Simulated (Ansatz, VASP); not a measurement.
Re: VASP beside Ansatz

The input INCAR:

```
SYSTEM = Re
ALGO = Fast
EDIFF = 1E-6
ENCUT = 520
GGA = PE
ISIF = 2
ISMEAR = 0
LASPH = .True.
LCHARG = .False.
LREAL = .False.
LWAVE = .False.
NBANDS = 10
NELM = 80
PREC = Accurate
SIGMA = 0.15
```

KPOINTS

```
k-points
0
Gamma
  10 10 10
  0 0 0
```

File POSCAR:

```
Re
1.0
    0.0000000000      1.9577236186      1.8500488196
    1.7962114201      0.0000000000      1.8500488196
    1.7962114201      1.9577236186      0.0000000000
Re
1
Direct
    0.0000000000      0.0000000000      0.0000000000
```

Input for Ansatz:

```yaml
crystal:
  lattice:
    - [0.0, 1.9577236186, 1.8500488196]
    - [1.7962114201, 0.0, 1.8500488196]
    - [1.7962114201, 1.9577236186, 0.0]
  atoms:
    - { symbol: Re, position: [0.0, 0.0, 0.0] }
basis:
  ecutwfc: 420
kpoints:
  mp_grid: { grid: [10, 10, 10] }
hamiltonian:
  xc: pbe
scf:
  occupations: { method: gaussian, width: 0.15 }
output:
  forces: true
  stress: true
  eigenvalues: true
```

Change from the starting cell: normal strain along x -0.0825, normal strain along z -0.0550.

Alike in both runs: task single point; functional PBE; k mesh 10 × 10 × 10; occupations gaussian, width 0.15 eV; no spin polarisation.

|  | VASP | Ansatz |
| --- | --- | --- |
| version | VASP 6.6.1 | Ansatz 0.2.0 |
| potentials or method | VASP PAW PBE potentials, release 64 (Re), cutoff 520 eV | scalar-relativistic, plane waves, PAW |
| valence electrons in the cell | 7 | 15 |

VASP gave:

| Quantity | Value |
| --- | --- |
| gap on the k mesh at the Fermi level (eV) | none |
| pressure (GPa) | 72.4 |
| traceless stress, the component that is largest in VASP (GPa) | -20.14 |

Which values does Ansatz return?

gap on the k mesh at the Fermi level (eV): none; pressure (GPa): 71.6; traceless stress, the component that is largest in VASP (GPa): -20.38.

A gap of «none» marks a metal or a gap that the smearing closes. Both programs put the cell under a high pressure, so it lies far from rest at this level. VASP's potentials hold 7 valence electrons a cell and Ansatz's 15, so a difference there can come from the potentials and not from the codes.

Neither program's run includes spin-orbit coupling. Noted on VASP's run: the cell as given lies far from equilibrium.
